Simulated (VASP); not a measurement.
# CdIn2O4 (Fd-3m) in VASP: a series of runs

The runs below take CdIn2O4 through relaxation of cell and atoms, single point, with r2SCAN, PBE.

All numbers are computed with VASP 6.6.1; they aren't measurements. Logs are shortened: lines on timing, memory, paths and dates and some standing lists are left out, and cuts for length are marked.

## 1. The cell of the first run

It takes space group Fd-3m (No. 227, cubic). Conventional cell: a = 9.315 Å, b = 9.315 Å, c = 9.315 Å, α = 90.00°, β = 90.00°, γ = 90.00°. Within 2.9 Å of Cd (site symmetry -43m) lie 4 O at 2.23 Å. Within 2.9 Å of In (site symmetry -3m) lie 6 O at 2.21 Å. O (site symmetry 3m) has 3 In at 2.21 Å and 1 Cd at 2.23 Å and 3 O at 2.95 Å within 3.0 Å.

## 2. Relaxation of cell and atoms, r2SCAN

Contents of POSCAR:

```
CdIn2O4
1.0
    0.0000000000      4.6574765183      4.6574765183
    4.6574765183      0.0000000000      4.6574765183
    4.6574765183      4.6574765183      0.0000000000
Cd In O
2 4 8
Direct
    0.0000000000      0.0000000000      0.0000000000
    0.2500000000      0.2500000000      0.2500000000
    0.6250000000      0.6250000000      0.6250000000
    0.1250000000      0.6250000000      0.6250000000
    0.6250000000      0.6250000000      0.1250000000
    0.6250000000      0.1250000000      0.6250000000
    0.8619754911      0.8619754911      0.8619754911
    0.8359264733      0.3880245089      0.3880245089
    0.8619754911      0.8619754911      0.4140735267
    0.3880245089      0.8359264733      0.3880245089
    0.4140735267      0.8619754911      0.8619754911
    0.3880245089      0.3880245089      0.3880245089
    0.8619754911      0.4140735267      0.8619754911
    0.3880245089      0.3880245089      0.8359264733
```

Contents of INCAR.step1:

```
PREC     = Accurate       # precision mode
ENCUT    = 660            # plane-wave cutoff, eV
ISMEAR   = -1             # smearing method
SIGMA    = 0.02           # smearing width, eV
LREAL    = F              # projectors in reciprocal space
LASPH    = T              # aspherical terms in the spheres
NELM     = 120            # most SCF steps
GGA      = PE             # functional
ALGO     = Normal         # electronic algorithm
EDIFF    = 1E-5           # SCF threshold, eV
LWAVE    = T              # write WAVECAR
LCHARG   = F              # write CHGCAR
GGA_COMPAT= F            
IBRION   = 2              # ionic algorithm
ISIF     = 3              # what is computed and relaxed
EDIFFG   = -0.005         # ionic threshold
NELMIN   = 4            
NSW      = 100            # ionic steps
KPAR     = 4
```

Contents of INCAR.step2:

```
PREC     = Accurate       # precision mode
ENCUT    = 660            # plane-wave cutoff, eV
EDIFF    = 1E-7           # SCF threshold, eV
ISMEAR   = -1             # smearing method
SIGMA    = 0.02           # smearing width, eV
LREAL    = F              # projectors in reciprocal space
LASPH    = T              # aspherical terms in the spheres
NELM     = 120            # most SCF steps
ALGO     = Normal         # electronic algorithm
ISIF     = 3              # what is computed and relaxed
LWAVE    = F              # write WAVECAR
LCHARG   = F              # write CHGCAR
METAGGA  = R2SCAN         # meta-GGA
LMIXTAU  = T            
IBRION   = 2              # ionic algorithm
NSW      = 80             # ionic steps
EDIFFG   = -0.005         # ionic threshold
ISTART   = 1            
GGA_COMPAT= F            
NELMIN   = 4            
KPAR     = 4
```

Contents of KPOINTS:

```
Automatic mesh
0
Gamma
  4 4 4
```

Potentials or basis: VASP PAW PBE potentials, release 64 (Cd, In_d, O).

On the command line:

```sh
$ cat potpaw_PBE.64/Cd/POTCAR potpaw_PBE.64/In_d/POTCAR potpaw_PBE.64/O/POTCAR > POTCAR
$ cp INCAR.step1 INCAR
$ mpirun -np 4 vasp_std > vasp.out
$ cp INCAR.step2 INCAR
$ mpirun -np 4 vasp_std > vasp.out
```

OUTCAR:

```text
PREC = Accurate
   ENCUT = 660
   EDIFF = 1E-7
   ISMEAR = -1
   LREAL = F
   LASPH = T
   NELM = 120
   ISIF = 3
   METAGGA = R2SCAN
   IBRION = 2
   NSW = 80
   EDIFFG = -0.005
   ISTART = 1
   NELMIN = 4

 ion  position               nearest neighbor table
   1  0.000  0.000  0.000-   9 2.23  11 2.23  13 2.23   7 2.23   5 3.86   6 3.86   4 3.86   4 3.86
                             6 3.86   3 3.86   5 3.86   6 3.86   3 3.86   4 3.86   5 3.86   3 3.86
   2  0.250  0.250  0.250-   8 2.23  10 2.23  14 2.23  12 2.23   5 3.86   6 3.86   4 3.86   3 3.86
                             4 3.86   6 3.86   3 3.86   4 3.86   5 3.86   3 3.86   5 3.86   6 3.86
   3  0.625  0.625  0.625-   8 2.21   9 2.21  10 2.21  11 2.21  13 2.21  14 2.21   4 3.29   5 3.29
                             6 3.29   5 3.29   6 3.29   4 3.29   1 3.86   2 3.86   1 3.86   2 3.86
   4  0.125  0.625  0.625-   7 2.21  12 2.21  10 2.21   9 2.21  13 2.21  14 2.21   3 3.29   5 3.29
                             6 3.29   3 3.29   5 3.29   6 3.29   1 3.86   2 3.86   2 3.86   1 3.86
   5  0.625  0.625  0.125-   7 2.21  12 2.21  10 2.21  11 2.21   8 2.21  13 2.21   3 3.29   3 3.29
                             4 3.29   6 3.29   6 3.29   4 3.29   1 3.86   2 3.86   1 3.86   2 3.86
   6  0.625  0.125  0.625-   7 2.21  12 2.21   9 2.21  11 2.21   8 2.21  14 2.21   3 3.29   5 3.29
                             3 3.29   4 3.29   5 3.29   4 3.29   1 3.86   2 3.86   1 3.86   2 3.86
   7  0.862  0.862  0.862-   4 2.21   5 2.21   6 2.21   1 2.23
   8  0.836  0.388  0.388-   3 2.21   5 2.21   6 2.21   2 2.23
   9  0.862  0.862  0.414-   3 2.21   4 2.21   6 2.21   1 2.23
  10  0.388  0.836  0.388-   3 2.21   4 2.21   5 2.21   2 2.23
  11  0.414  0.862  0.862-   3 2.21   5 2.21   6 2.21   1 2.23
  12  0.388  0.388  0.388-   4 2.21   5 2.21   6 2.21   2 2.23
  13  0.862  0.414  0.862-   3 2.21   4 2.21   5 2.21   1 2.23
  14  0.388  0.388  0.836-   3 2.21   4 2.21   6 2.21   2 2.23

  LATTYP: Found a face centered cubic cell.
 ALAT       =     9.3149530366

  Lattice vectors:

 A1 = (   0.0000000000,   4.6574765183,   4.6574765183)
 A2 = (   4.6574765183,   0.0000000000,   4.6574765183)
 A3 = (   4.6574765183,   4.6574765183,   0.0000000000)

Analysis of symmetry for initial positions (statically):
=====================================================================
 Subroutine PRICEL returns:
 Original cell was already a primitive cell.

 Routine SETGRP: Setting up the symmetry group for a
 face centered cubic supercell.

 Subroutine GETGRP returns: Found 48 space group operations
 (whereof 24 operations were pure point group operations)
 out of a pool of 48 trial point group operations.

The static configuration has the point symmetry T_d .
 The point group associated with its full space group is O_h .

Analysis of symmetry for dynamics (positions and initial velocities):
=====================================================================
 Subroutine PRICEL returns:
 Original cell was already a primitive cell.

 Routine SETGRP: Setting up the symmetry group for a
 face centered cubic supercell.

 Subroutine GETGRP returns: Found 48 space group operations
 (whereof 24 operations were pure point group operations)
 out of a pool of 48 trial point group operations.

The dynamic configuration has the point symmetry T_d .
 The point group associated with its full space group is O_h .

 Subroutine INISYM returns: Found 48 space group operations
 (whereof 24 operations are pure point group operations),
 and found     1 'primitive' translations

----------------------------------------------------------------------------------------

                                     Primitive cell

  volume of cell :     202.0608

  direct lattice vectors                    reciprocal lattice vectors
     0.000000000  4.657476518  4.657476518    -0.107354272  0.107354272  0.107354272
     4.657476518  0.000000000  4.657476518     0.107354272 -0.107354272  0.107354272
     4.657476518  4.657476518  0.000000000     0.107354272  0.107354272 -0.107354272

  length of vectors
     6.586666459  6.586666459  6.586666459     0.185943053  0.185943053  0.185943053

  position of ions in fractional coordinates (direct lattice)
     0.000000000  0.000000000  0.000000000
     0.250000000  0.250000000  0.250000000
     0.625000000  0.625000000  0.625000000
     0.125000000  0.625000000  0.625000000
     0.625000000  0.625000000  0.125000000
     0.625000000  0.125000000  0.625000000
     0.861975491  0.861975491  0.861975491
     0.835926473  0.388024509  0.388024509
     0.861975491  0.861975491  0.414073527
     0.388024509  0.835926473  0.388024509
     0.414073527  0.861975491  0.861975491
     0.388024509  0.388024509  0.388024509
     0.861975491  0.414073527  0.861975491
     0.388024509  0.388024509  0.835926473

  ion indices of the primitive-cell ions
   primitive index   ion index
                 1           1
                 2           2
                 3           3
                 4           4
                 5           5
                 6           6
                 7           7
                 8           8
                 9           9
                10          10
                11          11
                12          12
                13          13
                14          14

----------------------------------------------------------------------------------------

 KPOINTS: Automatic mesh

Automatic generation of k-mesh.
 Grid dimensions read from file:
 generate k-points for:    4    4    4

 Generating k-lattice:

  Cartesian coordinates                     Fractional coordinates (reciprocal lattice)
    -0.026838568  0.026838568  0.026838568     0.250000000  0.000000000  0.000000000
     0.026838568 -0.026838568  0.026838568     0.000000000  0.250000000  0.000000000
     0.026838568  0.026838568 -0.026838568     0.000000000  0.000000000  0.250000000

  Length of vectors
     0.046485763  0.046485763  0.046485763

  Shift w.r.t. Gamma in fractional coordinates (k-lattice)
     0.000000000  0.000000000  0.000000000

 Subroutine IBZKPT returns following result:
 ===========================================

 Found      8 irreducible k-points:

 Following reciprocal coordinates:
            Coordinates               Weight
  0.000000  0.000000  0.000000      1.000000
  0.250000  0.000000  0.000000      8.000000
  0.500000  0.000000  0.000000      4.000000
  0.250000  0.250000  0.000000      6.000000
  0.500000  0.250000  0.000000     24.000000
 -0.250000  0.250000  0.000000     12.000000
  0.500000  0.500000  0.000000      3.000000
 -0.250000  0.500000  0.250000      6.000000
   k-points           NKPTS =      8   k-points in BZ     NKDIM =      8   number of bands    NBANDS=     74
   number of dos      NEDOS =    301   number of ions     NIONS =     14
   total plane-waves  NPLWV = 175616
   dimension x,y,z NGX =    56 NGY =   56 NGZ =   56
   dimension x,y,z NGXF=   112 NGYF=  112 NGZF=  112
   ions per type =               2   4   8
   NGX,Y,Z   is equivalent  to a cutoff of  14.13, 14.13, 14.13 a.u.
   NGXF,Y,Z  is equivalent  to a cutoff of  28.27, 28.27, 28.27 a.u.
 SYSTEM =  unknown system
   PREC   = accura    normal or accurate (medium, high low for compatibility)
   ISTART =      1    job   : 0-new  1-cont  2-samecut
   ICHARG =      0    charge: 1-file 2-atom 10-const
   ISPIN  =      1    spin polarized calculation?
   LNONCOLLINEAR =      F non collinear calculations
   LSORBIT =      F    spin-orbit coupling
   LASPH  =      T    aspherical Exc in radial PAW
   ENCUT  =  660.0 eV  48.51 Ry    6.96 a.u.  13.80 13.80 13.80*2*pi/ulx,y,z
   NELM   =    120;   NELMIN=  4; NELMDL=  0     # of ELM steps
   EDIFF  = 0.1E-06   stopping-criterion for ELM
   LREAL  =      F    real-space projection
   EDIFFG = -.5E-02   stopping-criterion for IOM
   NSW    =     80    number of steps for IOM
   IBRION =      2    ionic relax: 0-MD 1-quasi-New 2-CG
   NFREE  =      1    steps in history (QN), initial steepest desc. (CG)
   ISIF   =      3    stress and relaxation
   ISYM   =      2    0-nonsym 1-usesym 2-fastsym
   POTIM  = 0.5000    time-step for ionic-motion
   TEBEG  =    0.0;   TEEND  =   0.0 temperature during run
   PSTRESS=    0.0 pullay stress
   NELECT =     124.0000    total number of electrons
   NUPDOWN=      -1.0000    fix difference up-down
   EMIN   =  10.00;   EMAX   =-10.00  energy-range for DOS
   EFERMI =   0.00;   METHOD = LEGACY
   ISMEAR =    -1;   SIGMA  =   0.02  broadening in eV -4-tet -1-fermi 0-gaus
   EFERMI_NEDOS =   21; number of points for ismear=-14 and -15
   IALGO  =     38    algorithm
   IMIX   =      4    mixing-type and parameters
     AMIX     =   0.40;   BMIX     =  1.00
     AMIX_MAG =   1.60;   BMIX_MAG =  1.00
  volume/ion in A,a.u.               =      14.43        97.40
  Fermi-wavevector in a.u.,A,eV,Ry     =   1.391195  2.628978 26.333041  1.935424
  Thomas-Fermi vector in A             =   2.515058
   LORBIT       =      0    0 simple, 1 ext, 2 COOP (PROOUT), +10 PAW based schemes
   METAGGA = R2SCAN    functional components
   LHFCALC =     F    Hartree Fock is set to
   AEXX    =    0.0000 exact exchange contribution
   IVDW    =     0    specifies the selected vdW correction
   LEPSILON=     F    determine dielectric tensor
   LRPA    =     F    only Hartree local field effects (RPA)
 conjugate gradient relaxation of ions
 non-spin polarized calculation
  energy-cutoff  :      660.00
  volume of cell :      202.06
 maximum number of plane-waves:      7799
   NGX = 27   NGY = 27   NGZ = 27

--------------------------------------- Ionic step        1  -------------------------------------------

 number of electron     124.0000010 magnetization

 Free energy of the ion-electron system (eV)
  ---------------------------------------------------
  ext. energy  EPLUGINS =         0.00000000
  ---------------------------------------------------
  free energy    TOTEN  =      -201.99516209 eV

  energy without entropy =     -201.99516209  energy(sigma->0) =     -201.99516209

------------------------ aborting loop because EDIFF is reached ----------------------------------------

  FORCE on cell =-STRESS in cart. coord.  units (eV):
  Direction    XX          YY          ZZ          XY          YZ          ZX
  --------------------------------------------------------------------------------------
  -------------------------------------------------------------------------------------
  Total       -5.6158765     -5.6158765     -5.6158765      0.0000000     -0.0000000      0.0000000
  in kB      -44.5293255    -44.5293255    -44.5293255      0.0000000     -0.0000000      0.0000000
  external PRESSURE =     -44.5293255 kB  Pullay stress =       0.0000000 kB
[... 273 lines left out ...]
  energy  without entropy=     -202.0841413326  energy(sigma->0) =     -202.08414133

--------------------------------------- Ionic step        7  -------------------------------------------

 number of electron     123.9999974 magnetization

 Free energy of the ion-electron system (eV)
  ---------------------------------------------------
  ext. energy  EPLUGINS =         0.00000000
  ---------------------------------------------------
  free energy    TOTEN  =      -202.08415928 eV

  energy without entropy =     -202.08415928  energy(sigma->0) =     -202.08415928

 E-fermi :   3.5496     XC(G=0): -11.3806

 val. band max:        3.0756536069   @ k =   0.5000   0.0000   0.0000
 cond. band min:       4.6167246603   @ k =   0.0000   0.0000   0.0000
 fundamental gap:      1.5410710533
 Fermi energy:         3.5495875251

 k-point     1 :       0.0000    0.0000    0.0000
  band No.  band energies     occupation
      1     -15.1988      2.00000
      2     -14.6174      2.00000
      3     -14.6174      2.00000
      4     -14.6174      2.00000
      5     -14.3701      2.00000
      6     -14.1368      2.00000
[... 646 lines left out ...]
  FREE ENERGIE OF THE ION-ELECTRON SYSTEM (eV)
  ---------------------------------------------------
  free  energy   TOTEN  =      -202.0841592751 eV

  energy  without entropy=     -202.0841592751  energy(sigma->0) =     -202.08415928

 reached required accuracy - stopping structural energy minimisation
```

It took 29 min on 4 MPI ranks of Intel Xeon Platinum 8488C (Sapphire Rapids), shared host; peak memory 0.62 GiB.

What came out:

| Property | Result |
| --- | --- |
| Free energy | -202.0842 eV |
| Relaxed volume | 14.00 Å³/atom |
| Relaxed cell | a = 6.520 Å, b = 6.520 Å, c = 6.520 Å, α = 60.00°, β = 60.00°, γ = 60.00° |
| Space group after relaxing (to 0.1 Å) | Fd-3m (No. 227) |
| Energy gained by relaxing | 6.4 meV/atom |
| Ionic steps | 7 |
| Pressure after relaxing | 0.0 GPa |
| Band gap on the k mesh | 1.54 eV (least direct gap 1.61 eV) |

Step by step:
| step | energy change (eV) | largest force (eV/Å) | pressure (GPa) | volume (Å³) |
| --- | --- | --- | --- | --- |
| 1 | 0.0000 | 0.2017 | -4.45 | 202.06 |
| 2 | -0.0008 | 0.2795 | 4.90 | 190.56 |
| 3 | -0.0888 | 0.0268 | -0.05 | 196.16 |
| 4 | -0.0888 | 0.0317 | 0.04 | 196.04 |
| 5 | -0.0890 | 0.0001 | -0.07 | 196.13 |
| 6 | -0.0890 | 0.0034 | -0.06 | 196.12 |
| 7 | -0.0890 | 0.0009 | 0.02 | 196.00 |

Final structure:
```cif
data_structure
_symmetry_space_group_name_H-M 'P 1'
_symmetry_Int_Tables_number 1
_cell_length_a 6.5202
_cell_length_b 6.5202
_cell_length_c 6.5202
_cell_angle_alpha 60.000
_cell_angle_beta 60.000
_cell_angle_gamma 60.000
_cell_volume 196.00
loop_
_atom_site_label
_atom_site_type_symbol
_atom_site_fract_x
_atom_site_fract_y
_atom_site_fract_z
_atom_site_occupancy
Cd1 Cd 0.00000 0.00000 0.00000 1
Cd2 Cd 0.25000 0.25000 0.25000 1
In1 In 0.62500 0.62500 0.62500 1
In2 In 0.12500 0.62500 0.62500 1
In3 In 0.62500 0.62500 0.12500 1
In4 In 0.62500 0.12500 0.62500 1
O1 O 0.86177 0.86177 0.86177 1
O2 O 0.83530 0.38823 0.38823 1
O3 O 0.86177 0.86177 0.41470 1
O4 O 0.38823 0.83530 0.38823 1
O5 O 0.41470 0.86177 0.86177 1
O6 O 0.38823 0.38823 0.38823 1
O7 O 0.86177 0.41470 0.86177 1
O8 O 0.38823 0.38823 0.83530 1
```

Levels at points of the mesh, in eV from the valence-band top:
```csv
k point,band 58,band 59,band 60,band 61,band 62,band 63,band 64,band 65,band 66,band 67
"(0.00, 0.00, 0.00)",-0.10,-0.10,-0.10,-0.07,-0.07,1.54,5.73,6.34,6.34,6.34
"(0.50, 0.00, 0.00)",-0.33,-0.29,-0.29,0.00,0.00,4.26,4.40,6.53,7.28,7.32
"(0.50, 0.50, 0.00)",-0.70,-0.19,-0.19,-0.08,-0.08,5.04,5.04,6.63,6.63,7.25
```

Caveat: the PAW data sets were made with another functional, which shifts forces and pressure a little; spin-orbit coupling is left out, which moves the levels of the heavy elements. r2SCAN opens gaps a little over a GGA but as a rule still falls short of measured ones.

## 3. Single point, PBE, non-collinear spin, zero start, spin-orbit coupling

This run uses another cell than the first one, of 13.91 Å³/atom.

Contents of INCAR:

```
PREC = Accurate
ENCUT = 600
EDIFF = 1E-6
ISMEAR = -1
SIGMA = 0.02
LREAL = F
LASPH = T
NELM = 200
ALGO = Normal
ISIF = 2
LWAVE = F
LCHARG = T
MAGMOM = 0 0 0 0 0 0 0 0 0 0 0 0 0 0 0 0 0 0 0 0 0 0 0 0 0 0 0 0 0 0 0 0 0 0 0 0 0 0 0 0 0 0
LORBIT = 11
LSORBIT = T
GGA_COMPAT = F
LORBMOM = T
GGA = PE
LVHAR = T
NBANDS = 148
KPAR = 4
```

Contents of KPOINTS:

```
Automatic mesh
0
Gamma
  6 6 6
```

Contents of POSCAR:

```
CdIn2O4
1.0
    0.0000000000      4.6003631796      4.6003631796
    4.6003631796      0.0000000000      4.6003631796
    4.6003631796      4.6003631796      0.0000000000
Cd In O
2 4 8
Direct
    0.0000000000      0.0000000000      0.0000000000
    0.2500000000      0.2500000000      0.2500000000
    0.6250000000      0.6250000000      0.6250000000
    0.1250000000      0.6250000000      0.6250000000
    0.6250000000      0.6250000000      0.1250000000
    0.6250000000      0.1250000000      0.6250000000
    0.8618762811      0.8618762811      0.8618762811
    0.8356288432      0.3881237189      0.3881237189
    0.8618762811      0.8618762811      0.4143711568
    0.3881237189      0.8356288432      0.3881237189
    0.4143711568      0.8618762811      0.8618762811
    0.3881237189      0.3881237189      0.3881237189
    0.8618762811      0.4143711568      0.8618762811
    0.3881237189      0.3881237189      0.8356288432
```

Potentials or basis: VASP PAW PBE potentials, release 64 (Cd, In_d, O).

On the command line:

```sh
$ cat potpaw_PBE.64/Cd/POTCAR potpaw_PBE.64/In_d/POTCAR potpaw_PBE.64/O/POTCAR > POTCAR
$ mpirun -np 4 vasp_ncl > vasp.out
```

Run time: 16 min. Hardware: 4 MPI ranks of Intel Xeon Platinum 8488C (Sapphire Rapids), shared host; peak memory 1.6 GiB.

Results (log left out):

```yaml
Free_energy: -71.7162 eV
Pressure: 6.0 GPa
Largest_force: 0.159 eV/Å
Net_moment: 0.00 μB per cell
Valence_electrons_inside_the_program's_atomic_spheres: Cd 10.26; In 11.38; O 4.99
```

Forces in eV/Å, atoms in the order of the input:
```
Cd   0.000  0.000  0.000
Cd   0.000  0.000  0.000
In   0.000  0.000  0.000
In   0.000  0.000  0.000
In   0.000  0.000  0.000
In   0.000  0.000  0.000
O    0.092  0.092  0.092
O   -0.092  0.092  0.092
O   -0.092 -0.092  0.092
O    0.092 -0.092  0.092
O    0.092 -0.092 -0.092
O   -0.092 -0.092 -0.092
O   -0.092  0.092 -0.092
O    0.092  0.092 -0.092
```

Moments on the atoms (μB; x, y, z):
```
Cd  0.00 0.00 0.00
Cd  0.00 0.00 0.00
In  0.00 0.00 0.00
In  0.00 0.00 0.00
In  0.00 0.00 0.00
In  0.00 0.00 0.00
O   0.00 0.00 0.00
O   0.00 0.00 0.00
O   0.00 0.00 0.00
O   0.00 0.00 0.00
O   0.00 0.00 0.00
O   0.00 0.00 0.00
O   0.00 0.00 0.00
O   0.00 0.00 0.00
```

Caveat: the cell stands under pressure.
